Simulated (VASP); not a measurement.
# Cr (Im-3m) in VASP: notebook

The runs below take Cr through single point, with LDA.

Program: VASP 6.6.1. These are calculated values, not measurements. Logs are shortened: lines on timing, memory, paths and dates and some standing lists are left out, and cuts for length are marked.

**1. The cell of the first run**

The structure is cubic, space group Im-3m (No. 229). The conventional cell has a = 2.884 Å, b = 2.884 Å, c = 2.884 Å, α = 90.00°, β = 90.00°, γ = 90.00°. Within 3.3 Å of Cr (site symmetry m-3m) lie 14 Cr at 2.50 to 2.88 Å.

**2. Single point, LDA, collinear spin, zero start**

The input, INCAR:

```
PREC = Accurate ; ENCUT = 500
EDIFF = 1E-6 ; ISMEAR = 0
SIGMA = 0.05 ; LREAL = F
LASPH = T ; NELM = 200
ALGO = Normal ; ISIF = 2
LWAVE = F ; LCHARG = F
ISPIN = 2 ; MAGMOM = 0
LORBIT = 11 ; NUPDOWN = 0.0
LMAXMIX = 4 ; GGA = CA
NBANDS = 16 ; GGA_COMPAT = F
```

The input, KPOINTS:

```
regular mesh
0
Gamma
  14 14 14
```

The input, POSCAR:

```
Cr
1.0
   -1.4419500000      1.4419500000      1.4419500000
    1.4419500000     -1.4419500000      1.4419500000
    1.4419500000      1.4419500000     -1.4419500000
Cr
1
Direct
    0.0000000000      0.0000000000      0.0000000000
```

Potentials or basis: VASP PAW LDA potentials, release 64 (Cr_pv).

Started as:

```console
$ cat potpaw_LDA.64/Cr_pv/POTCAR > POTCAR
$ mpirun -np 1 vasp_std > vasp.out
```

OUTCAR:

```text
PREC = Accurate
   ENCUT = 500
   EDIFF = 1E-6
   ISMEAR = 0
   LREAL = F
   LASPH = T
   NELM = 200
   ISIF = 2
   ISPIN = 2
   LORBIT = 11
   NUPDOWN = 0.0
   GGA = CA

 ion  position               nearest neighbor table
   1  0.000  0.000  0.000-

  LATTYP: Found a body centered cubic cell.
 ALAT       =     2.8839000000

  Lattice vectors:

 A1 = (  -1.4419500000,   1.4419500000,   1.4419500000)
 A2 = (   1.4419500000,  -1.4419500000,   1.4419500000)
 A3 = (   1.4419500000,   1.4419500000,  -1.4419500000)

Analysis of symmetry for initial positions (statically):
=====================================================================
 Subroutine PRICEL returns:
 Original cell was already a primitive cell.

 Routine SETGRP: Setting up the symmetry group for a
 body centered cubic supercell.

 Subroutine GETGRP returns: Found 48 space group operations
[... 9 lines left out ...]

 Routine SETGRP: Setting up the symmetry group for a
 body centered cubic supercell.

 Subroutine GETGRP returns: Found 48 space group operations
 (whereof 48 operations were pure point group operations)
 out of a pool of 48 trial point group operations.

The dynamic configuration has the point symmetry O_h .

Analysis of structural, dynamic, and magnetic symmetry:
=====================================================================
 Subroutine PRICEL returns:
 Original cell was already a primitive cell.

 Routine SETGRP: Setting up the symmetry group for a
 body centered cubic supercell.

 Subroutine GETGRP returns: Found 48 space group operations
 (whereof 48 operations were pure point group operations)
 out of a pool of 48 trial point group operations.

The overall configuration has the point symmetry O_h .

 Subroutine INISYM returns: Found 48 space group operations
[... 5 lines left out ...]
                                     Primitive cell

  volume of cell :      11.9925

  direct lattice vectors                    reciprocal lattice vectors
    -1.441950000  1.441950000  1.441950000     0.000000000  0.346752661  0.346752661
     1.441950000 -1.441950000  1.441950000     0.346752661  0.000000000  0.346752661
     1.441950000  1.441950000 -1.441950000     0.346752661  0.346752661  0.000000000

  length of vectors
     2.497530662  2.497530662  2.497530662     0.490382316  0.490382316  0.490382316

  position of ions in fractional coordinates (direct lattice)
     0.000000000  0.000000000  0.000000000

  ion indices of the primitive-cell ions
   primitive index   ion index
                 1           1

----------------------------------------------------------------------------------------

 KPOINTS: regular mesh

Automatic generation of k-mesh.
 Grid dimensions read from file:
 generate k-points for:   14   14   14

 Generating k-lattice:

  Cartesian coordinates                     Fractional coordinates (reciprocal lattice)
     0.000000000  0.024768047  0.024768047     0.071428571  0.000000000  0.000000000
     0.024768047  0.000000000  0.024768047     0.000000000  0.071428571  0.000000000
     0.024768047  0.024768047  0.000000000     0.000000000  0.000000000  0.071428571

  Length of vectors
     0.035027308  0.035027308  0.035027308

  Shift w.r.t. Gamma in fractional coordinates (k-lattice)
     0.000000000  0.000000000  0.000000000

 Subroutine IBZKPT returns following result:
 ===========================================

 Found    104 irreducible k-points:

 Following reciprocal coordinates:
            Coordinates               Weight
  0.000000  0.000000  0.000000      1.000000
  0.071429  0.000000  0.000000     12.000000
  0.142857  0.000000  0.000000     12.000000
  0.214286  0.000000  0.000000     12.000000
  0.285714  0.000000  0.000000     12.000000
  0.357143  0.000000  0.000000     12.000000
[... 16 lines left out ...]
  0.285714  0.285714  0.000000     24.000000
  0.357143  0.285714 -0.000000     24.000000
 [... further k-points ...]
   k-points           NKPTS =    104   k-points in BZ     NKDIM =    104   number of bands    NBANDS=     16
   number of dos      NEDOS =    301   number of ions     NIONS =      1
   total plane-waves  NPLWV =   5832
   dimension x,y,z NGX =    18 NGY =   18 NGZ =   18
   dimension x,y,z NGXF=    36 NGYF=   36 NGZF=   36
   ions per type =               1
   NGX,Y,Z   is equivalent  to a cutoff of  11.98, 11.98, 11.98 a.u.
   NGXF,Y,Z  is equivalent  to a cutoff of  23.96, 23.96, 23.96 a.u.
 SYSTEM =  unknown system
   PREC   = accura    normal or accurate (medium, high low for compatibility)
   ISTART =      0    job   : 0-new  1-cont  2-samecut
   ICHARG =      2    charge: 1-file 2-atom 10-const
   ISPIN  =      2    spin polarized calculation?
   LNONCOLLINEAR =      F non collinear calculations
   LSORBIT =      F    spin-orbit coupling
   LASPH  =      T    aspherical Exc in radial PAW
   ENCUT  =  500.0 eV  36.75 Ry    6.06 a.u.   4.55  4.55  4.55*2*pi/ulx,y,z
   NELM   =    200;   NELMIN=  2; NELMDL= -5     # of ELM steps
   EDIFF  = 0.1E-05   stopping-criterion for ELM
   LREAL  =      F    real-space projection
   EDIFFG = 0.1E-04   stopping-criterion for IOM
   NSW    =      0    number of steps for IOM
   IBRION =     -1    ionic relax: 0-MD 1-quasi-New 2-CG
   NFREE  =      0    steps in history (QN), initial steepest desc. (CG)
   ISIF   =      2    stress and relaxation
   ISYM   =      2    0-nonsym 1-usesym 2-fastsym
   POTIM  = 0.5000    time-step for ionic-motion
   TEBEG  =    0.0;   TEEND  =   0.0 temperature during run
   PSTRESS=    0.0 pullay stress
   NELECT =      12.0000    total number of electrons
   NUPDOWN=       0.0000    fix difference up-down
   EMIN   =  10.00;   EMAX   =-10.00  energy-range for DOS
   EFERMI =   0.00;   METHOD = LEGACY
   ISMEAR =     0;   SIGMA  =   0.05  broadening in eV -4-tet -1-fermi 0-gaus
   EFERMI_NEDOS =   21; number of points for ismear=-14 and -15
   IALGO  =     38    algorithm
   IMIX   =      4    mixing-type and parameters
     AMIX     =   0.40;   BMIX     =  1.00
     AMIX_MAG =   1.60;   BMIX_MAG =  1.00
  volume/ion in A,a.u.               =      11.99        80.93
  Fermi-wavevector in a.u.,A,eV,Ry     =   1.637439  3.094310 36.480015  2.681205
  Thomas-Fermi vector in A             =   2.728578
   LORBIT       =     11    0 simple, 1 ext, 2 COOP (PROOUT), +10 PAW based schemes
   GGA     = CA    functional components
   LHFCALC =     F    Hartree Fock is set to
   AEXX    =    0.0000 exact exchange contribution
   IVDW    =     0    specifies the selected vdW correction
   LEPSILON=     F    determine dielectric tensor
   LRPA    =     F    only Hartree local field effects (RPA)
 spin polarized calculation
 Gauss-broadening in eV      SIGMA  =   0.05
  energy-cutoff  :      500.00
  volume of cell :       11.99
 maximum number of plane-waves:       321
   NGX =  9   NGY =  9   NGZ =  9

 number of electron      11.9999982 magnetization      -0.0000000

 number of electron      11.9999982 magnetization       0.0000000

 Free energy of the ion-electron system (eV)
  ---------------------------------------------------
  ext. energy  EPLUGINS =         0.00000000
  ---------------------------------------------------
  free energy    TOTEN  =       -10.52853992 eV

  energy without entropy =      -10.52652772  energy(sigma->0) =      -10.52753382

 E-fermi :  10.3390     XC(G=0): -13.7834

 val. band max:       10.3318090161   @ k =  -0.2857   0.3571   0.1429
 cond. band min:      10.3475463572   @ k =  -0.3571   0.3571   0.2857
 fundamental gap:      0.0157373411
 Fermi energy:        10.3390068138

 spin component 1

 k-point     1 :       0.0000    0.0000    0.0000
  band No.  band energies     occupation
      1     -32.1263      1.00000
      2     -32.1263      1.00000
      3     -32.1263      1.00000
      4       2.6055      1.00000
      5       9.3852      1.00000
      6       9.3852      1.00000
[... 8 lines left out ...]
     15      39.5123      0.00000
     16      43.5821      0.00000

 k-point     2 :       0.0714    0.0000    0.0000
  band No.  band energies     occupation
      1     -32.1696      1.00000
      2     -32.1397      1.00000
      3     -32.1266      1.00000
      4       2.8223      1.00000
      5       9.3036      1.00000
      6       9.3712      1.00000
[... 8 lines left out ...]
     15      39.9052      0.00000
     16      41.3493      0.00000
[... 387 lines left out ...]
      5       7.9608      1.00000
      6       8.6342      1.00000
[... 8 lines left out ...]
     15      38.1529      0.00000
     16      46.4908      0.00000

 k-point    24 :       0.3571    0.2857   -0.0000
  band No.  band energies     occupation
      1     -32.7636      1.00000
      2     -32.6336      1.00000
      3     -32.2284      1.00000
      4       7.4050      1.00000
      5       8.0663      1.00000
      6       8.4975      1.00000
[... 8 lines left out ...]
     15      37.6112      0.00000
     16      46.4936      0.00000

 [... further k-points ...]

 spin component 2

 k-point     1 :       0.0000    0.0000    0.0000
  band No.  band energies     occupation
      1     -32.1263      1.00000
      2     -32.1263      1.00000
      3     -32.1263      1.00000
      4       2.6055      1.00000
      5       9.3852      1.00000
      6       9.3852      1.00000
[... 8 lines left out ...]
     15      39.5123      0.00000
     16      43.5821      0.00000

 k-point     2 :       0.0714    0.0000    0.0000
  band No.  band energies     occupation
      1     -32.1696      1.00000
      2     -32.1397      1.00000
      3     -32.1266      1.00000
      4       2.8223      1.00000
      5       9.3036      1.00000
      6       9.3713      1.00000
[... 8 lines left out ...]
     15      39.9052      0.00000
     16      41.3493      0.00000
[... 387 lines left out ...]
      5       7.9608      1.00000
      6       8.6342      1.00000
[... 8 lines left out ...]
     15      38.1529      0.00000
     16      46.4908      0.00000

 k-point    24 :       0.3571    0.2857   -0.0000
  band No.  band energies     occupation
      1     -32.7636      1.00000
      2     -32.6336      1.00000
      3     -32.2284      1.00000
      4       7.4050      1.00000
      5       8.0663      1.00000
      6       8.4975      1.00000
[... 8 lines left out ...]
     15      37.6112      0.00000
     16      46.4936      0.00000

 [... further k-points ...]
[... 5 lines left out ...]
  --------------------------------------------------------------------------------------
  -------------------------------------------------------------------------------------
  Total       -1.8445002     -1.8445002     -1.8445002      0.0000000     -0.0000000      0.0000000
  in kB     -246.4215537   -246.4215537   -246.4215537      0.0000000     -0.0000000      0.0000000
  external PRESSURE =    -246.4215537 kB  Pullay stress =       0.0000000 kB

 VOLUME and BASIS-vectors are now :
 -----------------------------------------------------------------------------
  energy-cutoff  :      500.00
  volume of cell :       11.99
      direct lattice vectors                 reciprocal lattice vectors
    -1.441950000  1.441950000  1.441950000     0.000000000  0.346752661  0.346752661
     1.441950000 -1.441950000  1.441950000     0.346752661  0.000000000  0.346752661
     1.441950000  1.441950000 -1.441950000     0.346752661  0.346752661  0.000000000

 POSITION                                       TOTAL-FORCE (eV/Angst)
 -----------------------------------------------------------------------------------
      0.00000      0.00000      0.00000         0.000000     -0.000000     -0.000000
 -----------------------------------------------------------------------------------
    total drift:                                0.000000     -0.000000      0.000000

  FREE ENERGIE OF THE ION-ELECTRON SYSTEM (eV)
  ---------------------------------------------------
  free  energy   TOTEN  =       -10.5285399174 eV

  energy  without entropy=      -10.5265277179  energy(sigma->0) =      -10.52753382

 total charge

# of ion       s       p       d       tot
------------------------------------------
    1        0.415   6.376   4.193  10.984

 magnetization (x)

# of ion       s       p       d       tot
------------------------------------------
    1       -0.000  -0.000   0.000   0.000
```

It took 12 s on 1 thread of Intel Xeon 6975P-C (Granite Rapids), shared host; peak memory 0.14 GiB.

What came out:

```yaml
Free_energy: -10.5285 eV
Pressure: -24.6 GPa
Net_moment: 0.00 μB per cell
Valence_electrons_inside_the_program's_atomic_spheres: Cr 10.98
```

Caveat: the total moment is fixed, so each spin has its own Fermi level.

**3. Single point, LDA, collinear spin, ferromagnetic start**

The input, INCAR:

```
PREC = Accurate ; ENCUT = 500
EDIFF = 1E-6 ; ISMEAR = 0
SIGMA = 0.05 ; LREAL = F
LASPH = T ; NELM = 200
ALGO = Normal ; ISIF = 2
LWAVE = F ; LCHARG = F
ISPIN = 2 ; MAGMOM = 3
LORBIT = 11 ; LMAXMIX = 4
GGA = CA ; NBANDS = 16
GGA_COMPAT = F
```

KPOINTS is that of step 2.

POSCAR is that of step 2.

Potentials or basis: VASP PAW LDA potentials, release 64 (Cr_pv).

Started as:

```console
$ cat potpaw_LDA.64/Cr_pv/POTCAR > POTCAR
$ mpirun -np 1 vasp_std > vasp.out
```

OUTCAR:

```text
PREC = Accurate
   ENCUT = 500
   EDIFF = 1E-6
   ISMEAR = 0
   LREAL = F
   LASPH = T
   NELM = 200
   ISIF = 2
   ISPIN = 2
   LORBIT = 11
   GGA = CA

 ion  position               nearest neighbor table
   1  0.000  0.000  0.000-

  LATTYP: Found a body centered cubic cell.
 ALAT       =     2.8839000000

  Lattice vectors:

 A1 = (  -1.4419500000,   1.4419500000,   1.4419500000)
 A2 = (   1.4419500000,  -1.4419500000,   1.4419500000)
[... 1122 lines left out ...]
  -------------------------------------------------------------------------------------
  Total       -1.8468207     -1.8468207     -1.8468207      0.0000000      0.0000000      0.0000000
  in kB     -246.7315636   -246.7315636   -246.7315636      0.0000000      0.0000000      0.0000000
  external PRESSURE =    -246.7315636 kB  Pullay stress =       0.0000000 kB

 VOLUME and BASIS-vectors are now :
 -----------------------------------------------------------------------------
  energy-cutoff  :      500.00
  volume of cell :       11.99
      direct lattice vectors                 reciprocal lattice vectors
    -1.441950000  1.441950000  1.441950000     0.000000000  0.346752661  0.346752661
     1.441950000 -1.441950000  1.441950000     0.346752661  0.000000000  0.346752661
     1.441950000  1.441950000 -1.441950000     0.346752661  0.346752661  0.000000000

 POSITION                                       TOTAL-FORCE (eV/Angst)
 -----------------------------------------------------------------------------------
      0.00000      0.00000      0.00000         0.000000      0.000000     -0.000000
 -----------------------------------------------------------------------------------
    total drift:                                0.000000      0.000000      0.000000

  FREE ENERGIE OF THE ION-ELECTRON SYSTEM (eV)
  ---------------------------------------------------
  free  energy   TOTEN  =       -10.5285399359 eV

  energy  without entropy=      -10.5265278008  energy(sigma->0) =      -10.52753387

 total charge

# of ion       s       p       d       tot
------------------------------------------
    1        0.415   6.376   4.193  10.984

 magnetization (x)

# of ion       s       p       d       tot
------------------------------------------
    1        0.000  -0.000  -0.000  -0.000
```

Run time: 14 s. Hardware: 1 thread of Intel Xeon 6975P-C (Granite Rapids), shared host; peak memory 0.14 GiB.

What came out:

```
Free energy                                           : -10.5285 eV
Pressure                                              : -24.7 GPa
Band gap on the k mesh                                : zero (filled and empty bands overlap)
Net moment                                            : 0.00 μB per cell
Valence electrons inside the program's atomic spheres : Cr 10.98
```

Levels at points of the mesh, in eV from the Fermi level:
Spin up:
```csv
k point,band 4,band 5,band 6,band 7,band 8,band 9
"(0.00, 0.00, 0.00)",-7.73,-0.95,-0.95,-0.95,0.95,0.95
"(0.50, 0.00, 0.00)",-4.33,-2.42,0.96,1.03,1.26,2.63
"(0.50, 0.50, 0.50)",-4.21,-4.21,2.26,2.26,2.26,5.23
```
Spin down:
| k point | band 3 | band 4 | band 5 | band 6 | band 7 | band 8 | band 9 | band 10 |
| --- | --- | --- | --- | --- | --- | --- | --- | --- |
| (0.00, 0.00, 0.00) | -42.47 | -7.73 | -0.95 | -0.95 | -0.95 | 0.95 | 0.95 | 5.24 |
| (0.50, 0.00, 0.00) | -42.47 | -4.33 | -2.42 | 0.96 | 1.03 | 1.26 | 2.63 | 5.23 |
| (0.50, 0.50, 0.50) | -43.04 | -4.21 | -4.21 | 2.26 | 2.26 | 2.26 | 5.23 | 10.19 |

Caveat: the starting moments collapsed, and a magnetic state may lie lower.
